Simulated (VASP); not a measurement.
# BAs (F-43m) in VASP: notebook

The runs below take BAs through single point, relaxation of cell and atoms, with PBEsol.

Everything below comes from runs of VASP 6.6.1. Logs are shortened: lines on timing, memory, paths and dates and some standing lists are left out, and cuts for length are marked.

## (1) The cell of the first run

It takes space group F-43m (No. 216, cubic). Conventional cell: a = 4.770 Å, b = 4.770 Å, c = 4.770 Å, α = 90.00°, β = 90.00°, γ = 90.00°. B (site symmetry -43m) has 4 As at 2.07 Å within 2.7 Å. Within 2.7 Å of As (site symmetry -43m) lie 4 B at 2.07 Å.

## (2) Single point, PBEsol

INCAR

```
  ALGO = Normal
  EDIFF = 1E-6
  ENCUT = 500
  GGA = PS
  GGA_COMPAT = False
  ISIF = 2
  ISMEAR = 0
  LASPH = True
  LCHARG = False
  LREAL = False
  LWAVE = False
  NBANDS = 11
  NELM = 120
  PREC = Accurate
  SIGMA = 0.1
```

KPOINTS

```
k-points
0
Gamma
  6 6 6
```

POSCAR

```
BAs
1.0
    0.0000000000      2.3850000000      2.3850000000
    2.3850000000      0.0000000000      2.3850000000
    2.3850000000      2.3850000000      0.0000000000
B As
1 1
Direct
    0.0000000000      0.0000000000      0.0000000000
    0.2500000000      0.2500000000      0.2500000000
```

Potentials or basis: VASP PAW PBE potentials, release 64 (B, As).

On the command line:

```console
$ cat potpaw_PBE.64/B/POTCAR potpaw_PBE.64/As/POTCAR > POTCAR
$ mpirun -np 1 vasp_std > vasp.out
```

OUTCAR:

```text
EDIFF = 1E-6
   ENCUT = 500
   GGA = PS
   ISIF = 2
   ISMEAR = 0
   LASPH = True
   LREAL = False
   NELM = 120
   PREC = Accurate

 ion  position               nearest neighbor table
   1  0.000  0.000  0.000-   2 2.07   2 2.07   2 2.07   2 2.07
   2  0.250  0.250  0.250-   1 2.07   1 2.07   1 2.07   1 2.07

  LATTYP: Found a face centered cubic cell.
 ALAT       =     4.7700000000

  Lattice vectors:

 A1 = (   0.0000000000,   2.3850000000,   2.3850000000)
 A2 = (   2.3850000000,   0.0000000000,   2.3850000000)
 A3 = (   2.3850000000,   2.3850000000,   0.0000000000)

Analysis of symmetry for initial positions (statically):
=====================================================================
 Subroutine PRICEL returns:
 Original cell was already a primitive cell.

 Routine SETGRP: Setting up the symmetry group for a
 face centered cubic supercell.

 Subroutine GETGRP returns: Found 24 space group operations
 (whereof 24 operations were pure point group operations)
 out of a pool of 48 trial point group operations.

The static configuration has the point symmetry T_d .

Analysis of symmetry for dynamics (positions and initial velocities):
=====================================================================
 Subroutine PRICEL returns:
 Original cell was already a primitive cell.

 Routine SETGRP: Setting up the symmetry group for a
 face centered cubic supercell.

 Subroutine GETGRP returns: Found 24 space group operations
 (whereof 24 operations were pure point group operations)
 out of a pool of 48 trial point group operations.

The dynamic configuration has the point symmetry T_d .

 Subroutine INISYM returns: Found 24 space group operations
 (whereof 24 operations are pure point group operations),
 and found     1 'primitive' translations

----------------------------------------------------------------------------------------

                                     Primitive cell

  volume of cell :      27.1328

  direct lattice vectors                    reciprocal lattice vectors
     0.000000000  2.385000000  2.385000000    -0.209643606  0.209643606  0.209643606
     2.385000000  0.000000000  2.385000000     0.209643606 -0.209643606  0.209643606
     2.385000000  2.385000000  0.000000000     0.209643606  0.209643606 -0.209643606

  length of vectors
     3.372899346  3.372899346  3.372899346     0.363113377  0.363113377  0.363113377

  position of ions in fractional coordinates (direct lattice)
     0.000000000  0.000000000  0.000000000
     0.250000000  0.250000000  0.250000000

  ion indices of the primitive-cell ions
   primitive index   ion index
                 1           1
                 2           2

----------------------------------------------------------------------------------------

 KPOINTS: k-points

Automatic generation of k-mesh.
 Grid dimensions read from file:
 generate k-points for:    6    6    6

 Generating k-lattice:

  Cartesian coordinates                     Fractional coordinates (reciprocal lattice)
    -0.034940601  0.034940601  0.034940601     0.166666667  0.000000000  0.000000000
     0.034940601 -0.034940601  0.034940601     0.000000000  0.166666667  0.000000000
     0.034940601  0.034940601 -0.034940601     0.000000000  0.000000000  0.166666667

  Length of vectors
     0.060518896  0.060518896  0.060518896

  Shift w.r.t. Gamma in fractional coordinates (k-lattice)
     0.000000000  0.000000000  0.000000000

 Subroutine IBZKPT returns following result:
 ===========================================

 Found     16 irreducible k-points:

 Following reciprocal coordinates:
            Coordinates               Weight
  0.000000  0.000000  0.000000      1.000000
  0.166667  0.000000  0.000000      8.000000
  0.333333  0.000000  0.000000      8.000000
  0.500000  0.000000  0.000000      4.000000
  0.166667  0.166667  0.000000      6.000000
  0.333333  0.166667  0.000000     24.000000
[... 8 lines left out ...]
 -0.333333  0.333333  0.166667     24.000000
 -0.333333  0.500000  0.166667     12.000000
   k-points           NKPTS =     16   k-points in BZ     NKDIM =     16   number of bands    NBANDS=     11
   number of dos      NEDOS =    301   number of ions     NIONS =      2
   total plane-waves  NPLWV =  21952
   dimension x,y,z NGX =    28 NGY =   28 NGZ =   28
   dimension x,y,z NGXF=    56 NGYF=   56 NGZF=   56
   ions per type =               1   1
   NGX,Y,Z   is equivalent  to a cutoff of  13.80, 13.80, 13.80 a.u.
   NGXF,Y,Z  is equivalent  to a cutoff of  27.60, 27.60, 27.60 a.u.
 SYSTEM =  unknown system
   PREC   = accura    normal or accurate (medium, high low for compatibility)
   ISTART =      0    job   : 0-new  1-cont  2-samecut
   ICHARG =      2    charge: 1-file 2-atom 10-const
   ISPIN  =      1    spin polarized calculation?
   LNONCOLLINEAR =      F non collinear calculations
   LSORBIT =      F    spin-orbit coupling
   LASPH  =      T    aspherical Exc in radial PAW
   ENCUT  =  500.0 eV  36.75 Ry    6.06 a.u.   6.15  6.15  6.15*2*pi/ulx,y,z
   NELM   =    120;   NELMIN=  2; NELMDL= -5     # of ELM steps
   EDIFF  = 0.1E-05   stopping-criterion for ELM
   LREAL  =      F    real-space projection
   EDIFFG = 0.1E-04   stopping-criterion for IOM
   NSW    =      0    number of steps for IOM
   IBRION =     -1    ionic relax: 0-MD 1-quasi-New 2-CG
   NFREE  =      0    steps in history (QN), initial steepest desc. (CG)
   ISIF   =      2    stress and relaxation
   ISYM   =      2    0-nonsym 1-usesym 2-fastsym
   POTIM  = 0.5000    time-step for ionic-motion
   TEBEG  =    0.0;   TEEND  =   0.0 temperature during run
   PSTRESS=    0.0 pullay stress
   NELECT =       8.0000    total number of electrons
   NUPDOWN=      -1.0000    fix difference up-down
   EMIN   =  10.00;   EMAX   =-10.00  energy-range for DOS
   EFERMI =   0.00;   METHOD = LEGACY
   ISMEAR =     0;   SIGMA  =   0.10  broadening in eV -4-tet -1-fermi 0-gaus
   EFERMI_NEDOS =   21; number of points for ismear=-14 and -15
   IALGO  =     38    algorithm
   IMIX   =      4    mixing-type and parameters
     AMIX     =   0.40;   BMIX     =  1.00
     AMIX_MAG =   1.60;   BMIX_MAG =  1.00
  volume/ion in A,a.u.               =      13.57        91.55
  Fermi-wavevector in a.u.,A,eV,Ry     =   1.089615  2.059074 16.153667  1.187261
  Thomas-Fermi vector in A             =   2.225822
   LORBIT       =      0    0 simple, 1 ext, 2 COOP (PROOUT), +10 PAW based schemes
   GGA     = PS    functional components
   LHFCALC =     F    Hartree Fock is set to
   AEXX    =    0.0000 exact exchange contribution
   IVDW    =     0    specifies the selected vdW correction
   LEPSILON=     F    determine dielectric tensor
   LRPA    =     F    only Hartree local field effects (RPA)
 non-spin polarized calculation
 Gauss-broadening in eV      SIGMA  =   0.10
  energy-cutoff  :      500.00
  volume of cell :       27.13
 maximum number of plane-waves:       701
 NGX is ok and might be reduce to    28
   NGX = 13   NGY = 13   NGZ = 13

 number of electron       8.0000000 magnetization

 Free energy of the ion-electron system (eV)
  ---------------------------------------------------
  ext. energy  EPLUGINS =         0.00000000
  ---------------------------------------------------
  free energy    TOTEN  =       -12.18360206 eV

  energy without entropy =      -12.18360206  energy(sigma->0) =      -12.18360206

 E-fermi :   6.5170     XC(G=0): -10.7471

 val. band max:        6.0990873462   @ k =   0.0000   0.0000   0.0000
 cond. band min:       7.2754027218   @ k =   0.3333   0.3333   0.0000
 fundamental gap:      1.1763153757
 Fermi energy:         6.5170210836

 k-point     1 :       0.0000    0.0000    0.0000
  band No.  band energies     occupation
      1      -9.3805      2.00000
      2       6.0991      2.00000
      3       6.0991      2.00000
      4       6.0991      2.00000
      5       9.3415      0.00000
      6       9.3415      0.00000
      7       9.3415      0.00000
      8      10.8368      0.00000
      9      15.4642      0.00000
     10      19.0438      0.00000
     11      19.0438      0.00000

 k-point     2 :       0.1667    0.0000    0.0000
  band No.  band energies     occupation
      1      -8.9246      2.00000
      2       3.1143      2.00000
      3       5.4080      2.00000
      4       5.4080      2.00000
      5       9.3791      0.00000
      6      10.2372      0.00000
      7      10.2372      0.00000
      8      12.7640      0.00000
      9      16.9150      0.00000
     10      17.3164      0.00000
     11      17.3164      0.00000

 k-point     3 :       0.3333    0.0000    0.0000
  band No.  band energies     occupation
      1      -7.6482      2.00000
      2      -0.6987      2.00000
      3       4.5681      2.00000
      4       4.5681      2.00000
      5       8.9461      0.00000
      6      10.8881      0.00000
      7      10.8881      0.00000
      8      14.6955      0.00000
      9      17.4362      0.00000
     10      18.0641      0.00000
     11      18.0641      0.00000

 k-point     4 :       0.5000    0.0000    0.0000
  band No.  band energies     occupation
      1      -6.4793      2.00000
      2      -2.7687      2.00000
      3       4.2614      2.00000
      4       4.2614      2.00000
      5       8.7775      0.00000
      6      10.8271      0.00000
      7      10.8271      0.00000
      8      14.8098      0.00000
      9      18.6861      0.00000
     10      20.6269      0.00000
     11      20.6269      0.00000
[... 127 lines left out ...]
 k-point    14 :       0.5000    0.3333    0.1667
  band No.  band energies     occupation
      1      -6.5592      2.00000
      2      -0.6790      2.00000
      3       1.1556      2.00000
      4       2.8365      2.00000
      5       9.8190      0.00000
      6      11.2100      0.00000
      7      11.9254      0.00000
      8      15.1444      0.00000
      9      17.4926      0.00000
     10      19.7735      0.00000
     11      22.1275      0.00000

 k-point    15 :      -0.3333    0.3333    0.1667
  band No.  band energies     occupation
      1      -5.5192      2.00000
      2      -1.9883      2.00000
      3       0.6140      2.00000
      4       2.1755      2.00000
      5      10.3598      0.00000
      6      11.2843      0.00000
      7      13.5297      0.00000
      8      14.9547      0.00000
      9      16.2948      0.00000
     10      20.5205      0.00000
     11      22.3342      0.00000

 k-point    16 :      -0.3333    0.5000    0.1667
  band No.  band energies     occupation
      1      -5.0389      2.00000
      2      -2.1235      2.00000
      3       0.8679      2.00000
      4       1.0622      2.00000
      5       9.7962      0.00000
      6      10.0007      0.00000
      7      14.7372      0.00000
      8      14.9434      0.00000
      9      18.3909      0.00000
     10      21.7370      0.00000
     11      21.8852      0.00000

------------------------ aborting loop because EDIFF is reached ----------------------------------------

  FORCE on cell =-STRESS in cart. coord.  units (eV):
  Direction    XX          YY          ZZ          XY          YZ          ZX
  --------------------------------------------------------------------------------------
  -------------------------------------------------------------------------------------
  Total        0.1231122      0.1231122      0.1231122     -0.0000000      0.0000000     -0.0000000
  in kB        7.2697001      7.2697001      7.2697001     -0.0000000      0.0000000     -0.0000000
  external PRESSURE =       7.2697001 kB  Pullay stress =       0.0000000 kB

 VOLUME and BASIS-vectors are now :
 -----------------------------------------------------------------------------
  energy-cutoff  :      500.00
  volume of cell :       27.13
      direct lattice vectors                 reciprocal lattice vectors
     0.000000000  2.385000000  2.385000000    -0.209643606  0.209643606  0.209643606
     2.385000000  0.000000000  2.385000000     0.209643606 -0.209643606  0.209643606
     2.385000000  2.385000000  0.000000000     0.209643606  0.209643606 -0.209643606

 POSITION                                       TOTAL-FORCE (eV/Angst)
 -----------------------------------------------------------------------------------
      0.00000      0.00000      0.00000         0.000000      0.000000      0.000000
      1.19250      1.19250      1.19250        -0.000000     -0.000000     -0.000000
 -----------------------------------------------------------------------------------
    total drift:                               -0.000000     -0.000000     -0.000000

  FREE ENERGIE OF THE ION-ELECTRON SYSTEM (eV)
  ---------------------------------------------------
  free  energy   TOTEN  =       -12.1836020574 eV

  energy  without entropy=      -12.1836020574  energy(sigma->0) =      -12.18360206
```

Run time: 7.6 s. Hardware: 1 thread of Intel Xeon Platinum 8259CL at 2.50GHz (Skylake/Cascade Lake), shared host; peak memory 0.15 GiB.

What came out:

- Free energy: -12.1836 eV
- Pressure: 0.7 GPa
- Band gap on the k mesh: 1.18 eV (least direct gap 3.24 eV)

Levels at points of the mesh, in eV from the valence-band top:
```csv
k point,band 1,band 2,band 3,band 4,band 5,band 6,band 7,band 8
"(0.00, 0.00, 0.00)",-15.48,0.00,0.00,0.00,3.24,3.24,3.24,4.74
"(0.50, 0.00, 0.00)",-12.58,-8.87,-1.84,-1.84,2.68,4.73,4.73,8.71
"(0.50, 0.50, 0.00)",-11.26,-8.56,-4.13,-4.13,1.30,1.33,11.39,11.39
```

Caveat: the PAW data sets were made with another functional, which shifts forces and pressure a little.

## (3) Single point, PBEsol

INCAR

```
SYSTEM = BAs
  ALGO = Normal
  EDIFF = 1E-6
  ENCUT = 500
  GGA = PS
  GGA_COMPAT = .False.
  ISIF = 2
  ISMEAR = 0
  LASPH = .True.
  LCHARG = .False.
  LREAL = .False.
  LWAVE = .False.
  NBANDS = 11
  NELM = 120
  PREC = Accurate
  SIGMA = 0.02
```

KPOINTS

```
k-points
0
Gamma
  10 10 10
  0 0 0
```

POSCAR

```
BAs
1.0
    0.0000000000      2.3838625025      2.3838625025
    2.3838625025      0.0000000000      2.3838625025
    2.3838625025      2.3838625025      0.0000000000
B As
1 1
Direct
    0.0000000000      0.0000000000      0.0000000000
    0.2500000000      0.2500000000      0.2500000000
```

Potentials or basis: VASP PAW PBE potentials, release 64 (B, As).

On the command line:

```console
$ cat potpaw_PBE.64/B/POTCAR potpaw_PBE.64/As/POTCAR > POTCAR
$ mpirun -np 1 vasp_std > vasp.out
```

Wall time 15 s (1 thread of Intel Xeon Platinum 8259CL at 2.50GHz (Skylake/Cascade Lake), shared host); peak memory 0.16 GiB.

Results (log left out):

| Quantity | Value |
| --- | --- |
| Free energy | -12.2031 eV |
| Pressure | 0.9 GPa |
| Band gap on the k mesh | 1.07 eV (least direct gap 3.25 eV) |

Levels at points of the mesh, in eV from the valence-band top:
| k point | band 1 | band 2 | band 3 | band 4 | band 5 | band 6 | band 7 | band 8 |
| --- | --- | --- | --- | --- | --- | --- | --- | --- |
| (0.00, 0.00, 0.00) | -15.49 | 0.00 | 0.00 | 0.00 | 3.25 | 3.25 | 3.25 | 4.76 |
| (0.50, 0.00, 0.00) | -12.58 | -8.88 | -1.84 | -1.84 | 2.69 | 4.73 | 4.73 | 8.72 |
| (0.50, 0.50, 0.00) | -11.27 | -8.57 | -4.13 | -4.13 | 1.31 | 1.33 | 11.40 | 11.40 |

Caveat: the PAW data sets were made with another functional, which shifts forces and pressure a little. A k mesh can miss the band edges.

(Continued in part 2 of 2.)
